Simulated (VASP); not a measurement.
# Ba in VASP: notebook

Runs on Ba. Level: r2SCAN. Tasks: single point.

Program: VASP 6.6.1. These are calculated values, not measurements. Logs are shortened: lines on timing, memory, paths and dates and some standing lists are left out, and cuts for length are marked.

**1. The cell of the first run**

The cell holds a slab with vacuum, 2 atoms: a = 4.312 Å, b = 4.312 Å, c = 9.913 Å, α = 90.00°, β = 90.00°, γ = 120.00°.

**2. Single point, r2SCAN**

The input, POSCAR:

```
Ba
1.0
    4.3116137000      0.0000000000      0.0000000000
   -2.1558068500      3.7339669900      0.0000000000
    0.0000000000      0.0000000000      9.9134133000
Ba
2
Direct
    0.0000000000      0.0000000000      0.3026202892
    0.0000000000      0.0000000000      0.6973797108
```

The input, INCAR.step1:

```
ALGO     = Normal         # electronic algorithm
DIPOL    = 0.5 0.5 0.500
EDIFF    = 1E-4           # SCF threshold, eV
ENCUT    = 520            # plane-wave cutoff, eV
GGA      = PE             # functional
IDIPOL   = 3            
ISMEAR   = 1              # smearing method
LASPH    = T              # aspherical terms in the spheres
LCHARG   = F              # write CHGCAR
LDIPOL   = T            
LREAL    = F              # projectors in reciprocal space
LWAVE    = T              # write WAVECAR
NBANDS   = 17             # bands
NELM     = 80             # most SCF steps
PREC     = Accurate       # precision mode
SIGMA    = 0.1            # smearing width, eV
```

The input, INCAR.step2:

```
ALGO     = Normal         # electronic algorithm
DIPOL    = 0.5 0.5 0.500
EDIFF    = 1E-6           # SCF threshold, eV
ENCUT    = 520            # plane-wave cutoff, eV
IDIPOL   = 3            
ISIF     = 2              # what is computed and relaxed
ISMEAR   = 1              # smearing method
ISTART   = 1            
LASPH    = T              # aspherical terms in the spheres
LCHARG   = T              # write CHGCAR
LDIPOL   = T            
LELF     = T              # ELF
LMIXTAU  = T            
LREAL    = F              # projectors in reciprocal space
LVACPOTAV= T            
LVHAR    = T            
LWAVE    = F              # write WAVECAR
METAGGA  = R2SCAN         # meta-GGA
NBANDS   = 17             # bands
NELM     = 80             # most SCF steps
PREC     = Accurate       # precision mode
SIGMA    = 0.1            # smearing width, eV
```

The input, KPOINTS:

```
k-points
0
Gamma
  5 5 1
```

Potentials or basis: VASP PAW PBE potentials, release 64 (Ba_sv).

The run is started by

```bash
$ cat potpaw_PBE.64/Ba_sv/POTCAR > POTCAR
$ cp INCAR.step1 INCAR
$ mpirun -np 1 vasp_std > vasp.out
$ cp INCAR.step2 INCAR
$ mpirun -np 1 vasp_std > vasp.out
```

OUTCAR:

```text
EDIFF = 1E-6
   ENCUT = 520
   ISIF = 2
   ISMEAR = 1
   ISTART = 1
   LASPH = T
   LREAL = F
   METAGGA = R2SCAN
   NELM = 80
   PREC = Accurate

 ion  position               nearest neighbor table
   1  0.000  0.000  0.303-   2 3.91
   2  0.000  0.000  0.697-   1 3.91

  LATTYP: Found a hexagonal cell.
 ALAT       =     4.3116137000
 C/A-ratio  =     2.2992350405

  Lattice vectors:

 A1 = (   4.3116137000,   0.0000000000,   0.0000000000)
 A2 = (  -2.1558068500,   3.7339669900,   0.0000000000)
 A3 = (   0.0000000000,   0.0000000000,   9.9134133000)

Analysis of symmetry for initial positions (statically):
=====================================================================
 Subroutine PRICEL returns:
 Original cell was already a primitive cell.

 Routine SETGRP: Setting up the symmetry group for a
 hexagonal supercell.

 Subroutine GETGRP returns: Found 24 space group operations
 (whereof 24 operations were pure point group operations)
 out of a pool of 24 trial point group operations.

The static configuration has the point symmetry D_6h.

Analysis of symmetry for dynamics (positions and initial velocities):
=====================================================================
 Subroutine PRICEL returns:
 Original cell was already a primitive cell.

 Routine SETGRP: Setting up the symmetry group for a
 hexagonal supercell.

 Subroutine GETGRP returns: Found 24 space group operations
 (whereof 24 operations were pure point group operations)
 out of a pool of 24 trial point group operations.

The dynamic configuration has the point symmetry D_6h.

 Subroutine INISYM returns: Found 24 space group operations
 (whereof 24 operations are pure point group operations),
 and found     1 'primitive' translations

----------------------------------------------------------------------------------------

                                     Primitive cell

  volume of cell :     159.6002

  direct lattice vectors                    reciprocal lattice vectors
     4.311613700  0.000000000  0.000000000     0.231931724  0.133905844  0.000000000
    -2.155806850  3.733966990  0.000000000     0.000000000  0.267811687  0.000000000
     0.000000000  0.000000000  9.913413300     0.000000000  0.000000000  0.100873430

  length of vectors
[... 61 lines left out ...]
   NELM   =     80;   NELMIN=  2; NELMDL=  0     # of ELM steps
   EDIFF  = 0.1E-05   stopping-criterion for ELM
   LREAL  =      F    real-space projection
   EDIFFG = 0.1E-04   stopping-criterion for IOM
   NSW    =      0    number of steps for IOM
   IBRION =     -1    ionic relax: 0-MD 1-quasi-New 2-CG
   NFREE  =      0    steps in history (QN), initial steepest desc. (CG)
   ISIF   =      2    stress and relaxation
   ISYM   =      2    0-nonsym 1-usesym 2-fastsym
   POTIM  = 0.5000    time-step for ionic-motion
   TEBEG  =    0.0;   TEEND  =   0.0 temperature during run
   PSTRESS=    0.0 pullay stress
   NELECT =      20.0000    total number of electrons
   NUPDOWN=      -1.0000    fix difference up-down
   EMIN   =  10.00;   EMAX   =-10.00  energy-range for DOS
   EFERMI =   0.00;   METHOD = LEGACY
   ISMEAR =     1;   SIGMA  =   0.10  broadening in eV -4-tet -1-fermi 0-gaus
   EFERMI_NEDOS =   21; number of points for ismear=-14 and -15
   IALGO  =     38    algorithm
   IMIX   =      4    mixing-type and parameters
     AMIX     =   0.40;   BMIX     =  1.00
     AMIX_MAG =   1.60;   BMIX_MAG =  1.00
  volume/ion in A,a.u.               =      79.80       538.52
  Fermi-wavevector in a.u.,A,eV,Ry     =   0.819232  1.548124  9.131432  0.671141
  Thomas-Fermi vector in A             =   1.930000
   LORBIT       =      0    0 simple, 1 ext, 2 COOP (PROOUT), +10 PAW based schemes
   METAGGA = R2SCAN    functional components
   LHFCALC =     F    Hartree Fock is set to
   AEXX    =    0.0000 exact exchange contribution
   IVDW    =     0    specifies the selected vdW correction
   LEPSILON=     F    determine dielectric tensor
   LRPA    =     F    only Hartree local field effects (RPA)
 non-spin polarized calculation
 Methfessel and Paxton  Order N= 1 SIGMA  =   0.10
  energy-cutoff  :      520.00
  volume of cell :      159.60
 maximum number of plane-waves:      4320
   NGX = 17   NGY = 17   NGZ = 37

 dipolmoment           0.000000      0.000000     -0.000000 electrons x Angstroem

 number of electron      20.0000000 magnetization

 dipolmoment           0.000000      0.000000      0.000000 electrons x Angstroem

 Free energy of the ion-electron system (eV)
  ---------------------------------------------------
  ext. energy  EPLUGINS =         0.00000000
  ---------------------------------------------------
  free energy    TOTEN  =       -52.01533365 eV

  energy without entropy =      -52.00548083  energy(sigma->0) =      -52.01204938

 E-fermi :   0.7419     XC(G=0):  -6.9207

 val. band max:        0.7315041585   @ k =   0.4000   0.2000   0.0000
 cond. band min:       0.7498763801   @ k =   0.2000  -0.0000   0.0000
 fundamental gap:      0.0183722216
 Fermi energy:         0.7419453443

 k-point     1 :       0.0000    0.0000    0.0000
  band No.  band energies     occupation
      1     -29.4468      2.00000
      2     -29.4139      2.00000
      3     -14.3926      2.00000
      4     -14.0143      2.00000
      5     -13.9727      2.00000
      6     -13.9727      2.00000
[... 77 lines left out ...]
      4     -14.3515      2.00000
      5     -14.2964      2.00000
      6     -14.1965      2.00000
[... 9 lines left out ...]
     16       3.5844      0.00000
     17       3.9421      0.00000

------------------------ aborting loop because EDIFF is reached ----------------------------------------

  FORCE on cell =-STRESS in cart. coord.  units (eV):
  Direction    XX          YY          ZZ          XY          YZ          ZX
  --------------------------------------------------------------------------------------
  -------------------------------------------------------------------------------------
  Total        0.1070311      0.1070311     -2.5368537      0.0000000     -0.0000000     -0.0000000
  in kB        1.0744519      1.0744519    -25.4666884      0.0000000     -0.0000000     -0.0000000
  external PRESSURE =      -7.7725948 kB  Pullay stress =       0.0000000 kB

 VOLUME and BASIS-vectors are now :
 -----------------------------------------------------------------------------
  energy-cutoff  :      520.00
  volume of cell :      159.60
      direct lattice vectors                 reciprocal lattice vectors
     4.311613700  0.000000000  0.000000000     0.231931724  0.133905844  0.000000000
    -2.155806850  3.733966990  0.000000000     0.000000000  0.267811687  0.000000000
     0.000000000  0.000000000  9.913413300     0.000000000  0.000000000  0.100873430

 POSITION                                       TOTAL-FORCE (eV/Angst)
 -----------------------------------------------------------------------------------
      0.00000      0.00000      3.00000        -0.000000      0.000000     -0.034177
      0.00000      0.00000      6.91341         0.000000     -0.000000      0.034177
 -----------------------------------------------------------------------------------
    total drift:                               -0.000000      0.000000      0.000000

  FREE ENERGIE OF THE ION-ELECTRON SYSTEM (eV)
  ---------------------------------------------------
  free  energy   TOTEN  =       -52.0153336478 eV

  energy  without entropy=      -52.0054808347  energy(sigma->0) =      -52.01204938
```

OUTCAR.step1:

```text
EDIFF = 1E-4
   ENCUT = 520
   GGA = PE
   ISMEAR = 1
   LASPH = T
   LREAL = F
   NELM = 80
[... 304 lines left out ...]
      0.00000      0.00000      3.00000        -0.000000      0.000000     -0.111344
      0.00000      0.00000      6.91341         0.000000     -0.000000      0.111344
 -----------------------------------------------------------------------------------
    total drift:                                0.000000      0.000000      0.000000

  FREE ENERGIE OF THE ION-ELECTRON SYSTEM (eV)
  ---------------------------------------------------
  free  energy   TOTEN  =        -2.9979060851 eV

  energy  without entropy=       -2.9788710751  energy(sigma->0) =       -2.99156108

 vacuum level on the upper side and lower side of the slab         0.073         0.073
```

OSZICAR.step1:

```text
N       E                     dE             d eps       ncg     rms          rms(c)
DAV:   1     0.142661288573E+03    0.14266E+03   -0.75066E+03   170   0.916E+02
DAV:   2     0.897762366000E+01   -0.13368E+03   -0.13056E+03   232   0.185E+02
DAV:   3    -0.260678974445E+01   -0.11584E+02   -0.11451E+02   215   0.614E+01
DAV:   4    -0.347095670609E+01   -0.86417E+00   -0.86405E+00   260   0.107E+01
DAV:   5    -0.348339038933E+01   -0.12434E-01   -0.12287E-01   228   0.152E+00    0.285E+00
DAV:   6    -0.304759950609E+01    0.43579E+00   -0.97152E-01   173   0.254E+00    0.155E+00
DAV:   7    -0.302049687365E+01    0.27103E-01   -0.74525E-01   209   0.168E+00    0.605E-01
DAV:   8    -0.299571824609E+01    0.24779E-01   -0.84132E-02   192   0.708E-01    0.457E-01
DAV:   9    -0.299977635358E+01   -0.40581E-02   -0.30169E-02   212   0.854E-01    0.136E-01
DAV:  10    -0.299778491338E+01    0.19914E-02   -0.17466E-02   184   0.370E-01    0.692E-02
DAV:  11    -0.299851532789E+01   -0.73041E-03   -0.60660E-03   190   0.181E-01    0.721E-02
DAV:  12    -0.299790064712E+01    0.61468E-03   -0.18540E-03   200   0.904E-02    0.157E-02
DAV:  13    -0.299790608512E+01   -0.54380E-05   -0.93470E-05   155   0.289E-02
   1 F= -.29979061E+01 E0= -.29915611E+01  d E =-.190350E-01
```

Wall time 63 s (1 thread of Intel Xeon Platinum 8375C at 2.90GHz (Ice Lake), shared host); peak memory 0.29 GiB.

What came out:

* Free energy: -52.0153 eV
* Largest force: 0.034 eV/Å

Forces in eV/Å, atoms in the order of the input:
```
Ba   0.000  0.000 -0.034
Ba   0.000  0.000  0.034
```

Levels at points of the mesh, in eV from the Fermi level:
| k point | band 8 | band 9 | band 10 | band 11 | band 12 | band 13 |
| --- | --- | --- | --- | --- | --- | --- |
| (0.00, 0.00, 0.00) | -14.68 | -2.43 | -1.17 | 0.04 | 0.85 | 2.02 |

Caveat: the PAW data sets were made with another functional, which shifts forces and pressure a little; spin-orbit coupling is left out, which moves the levels of the heavy elements.

**3. Single point, r2SCAN**

This run uses another cell than the first one.

The input, POSCAR:

```
Ba
1.0
    4.3116137000      0.0000000000      0.0000000000
   -2.1558068500      3.7339669900      0.0000000000
    0.0000000000      0.0000000000     11.9134133000
Ba
2
Direct
    0.0000000000      0.0000000000      0.3357560003
    0.0000000000      0.0000000000      0.6642439997
```

The input, INCAR.step1:

```
SYSTEM = Ba
  ALGO = Normal
  DIPOL = 0.5 0.5 0.500
  EDIFF = 1E-4
  ENCUT = 520
  GGA = PE
  IDIPOL = 3
  ISMEAR = 1
  LASPH = .True.
  LCHARG = .False.
  LDIPOL = .True.
  LREAL = .False.
  LWAVE = .True.
  NBANDS = 17
  NELM = 80
  PREC = Accurate
  SIGMA = 0.1
```

The input, INCAR.step2:

```
SYSTEM = Ba
  ALGO = Normal
  DIPOL = 0.5 0.5 0.500
  EDIFF = 1E-6
  ENCUT = 520
  IDIPOL = 3
  ISIF = 2
  ISMEAR = 1
  ISTART = 1
  LASPH = .True.
  LCHARG = .False.
  LDIPOL = .True.
  LMIXTAU = .True.
  LREAL = .False.
  LWAVE = .False.
  METAGGA = R2SCAN
  NBANDS = 17
  NELM = 80
  PREC = Accurate
  SIGMA = 0.1
```

The input, KPOINTS:

```
k-points
0
Gamma
  5 5 1
  0 0 0
```

Potentials or basis: VASP PAW PBE potentials, release 64 (Ba_sv).

The run is started by

```bash
$ cat potpaw_PBE.64/Ba_sv/POTCAR > POTCAR
$ cp INCAR.step1 INCAR
$ mpirun -np 1 vasp_std > vasp.out
$ cp INCAR.step2 INCAR
$ mpirun -np 1 vasp_std > vasp.out
```

It took 57 s on 1 thread of Intel Xeon Platinum 8375C at 2.90GHz (Ice Lake), shared host; peak memory 0.31 GiB.

The run converged. Its results:

| Quantity | Value |
| --- | --- |
| Free energy | -51.7733 eV |
| Largest force | 0.047 eV/Å |
| Band gap on the k mesh | zero (bands 10 and 11 overlap by 0.07 eV) |

Forces in eV/Å, atoms in the order of the input:
```
Ba   0.000  0.000  0.047
Ba   0.000  0.000 -0.047
```

Levels at points of the mesh, in eV from the Fermi level:
```
           k point  band 7  band 8  band 9  band 10  band 11  band 12  band 13  band 14
(0.00, 0.00, 0.00)  -14.62  -14.62   -2.42    -1.48     0.06     0.75     1.35     2.05
```

Caveat: the PAW data sets were made with another functional, which shifts forces and pressure a little; spin-orbit coupling is left out, which moves the levels of the heavy elements.

**4. Single point, r2SCAN**

This run uses another cell than the first one.

The input, POSCAR:

```
Ba
1.0
    4.3116137000      0.0000000000      0.0000000000
   -2.1558068500      3.7339669900      0.0000000000
    0.0000000000      0.0000000000     13.9134133000
Ba
2
Direct
    0.0000000000      0.0000000000      0.3593654477
    0.0000000000      0.0000000000      0.6406345523
```

The input, INCAR.step1:

```
SYSTEM = Ba
  PREC = Accurate
  ENCUT = 520
  ISMEAR = 1
  SIGMA = 0.1
  LREAL = .FALSE.
  LASPH = .TRUE.
  NELM = 100
  LDIPOL = .TRUE.
  IDIPOL = 3
  DIPOL = 0.5 0.5 0.500
  NBANDS = 17
  GGA = PE
  ALGO = Normal
  EDIFF = 1E-4
  LWAVE = .TRUE.
  LCHARG = .FALSE.
```

The input, INCAR.step2:

```
SYSTEM = Ba
  PREC = Accurate
  ENCUT = 520
  EDIFF = 1E-6
  ISMEAR = 1
  SIGMA = 0.1
  LREAL = .FALSE.
  LASPH = .TRUE.
  NELM = 100
  ALGO = Normal
  ISIF = 2
  LWAVE = .FALSE.
  LCHARG = .FALSE.
  LDIPOL = .TRUE.
  IDIPOL = 3
  DIPOL = 0.5 0.5 0.500
  METAGGA = R2SCAN
  LMIXTAU = .TRUE.
  NBANDS = 17
  ISTART = 1
```

The input, KPOINTS:

```
regular mesh
0
G
  5 5 1
  0 0 0
```

The run is started by

```bash
$ cat potpaw_PBE.64/Ba_sv/POTCAR > POTCAR
$ cp INCAR.step1 INCAR
$ mpirun -np 1 vasp_std > vasp.out
$ cp INCAR.step2 INCAR
$ mpirun -np 1 vasp_std > vasp.out
```

Wall time 81 s (1 thread of Intel Xeon Platinum 8375C at 2.90GHz (Ice Lake), shared host); peak memory 0.35 GiB.

It converged, with:

```yaml
Free_energy: -51.7605 eV
Largest_force: 0.033 eV/Å
Band_gap_on_the_k_mesh: zero (bands 10 and 11 overlap by 0.12 eV)
```

Forces on the atoms (eV/Å):
```
Ba   0.000  0.000  0.033
Ba   0.000  0.000 -0.033
```

Levels at points of the mesh, in eV from the Fermi level:
```tsv
k point	band 7	band 8	band 9	band 10	band 11	band 12	band 13	band 14
(0.00, 0.00, 0.00)	-14.61	-14.61	-2.42	-1.55	0.27	0.73	0.91	2.05
```

Caveat: the PAW data sets were made with another functional, which shifts forces and pressure a little; spin-orbit coupling is left out, which moves the levels of the heavy elements.

**5. Summary**

```tsv
cell	gap on the mesh (eV)	largest force (eV/Å)
a = 4.312, b = 4.312, c = 9.913 Å, angles 90.0, 90.0, 120.0°, 2 atoms	-	0.03
a = 4.312, b = 4.312, c = 11.913 Å, angles 90.0, 90.0, 120.0°, 2 atoms	none	0.05
a = 4.312, b = 4.312, c = 13.913 Å, angles 90.0, 90.0, 120.0°, 2 atoms	none	0.03
```

Alike in all rows: task single point; level r2SCAN; potentials or basis VASP PAW PBE potentials, release 64 (Ba_sv); no spin polarisation; k mesh 5 × 5 × 1; cutoff (eV) 520; smearing methfessel-paxton 0.1 eV.

Caveats: the PAW data sets were made with another functional, which shifts forces and pressure a little; spin-orbit coupling is left out, which moves the levels of the heavy elements.

Total energies depend on the potentials used, so only differences within one code and one set of settings carry meaning.
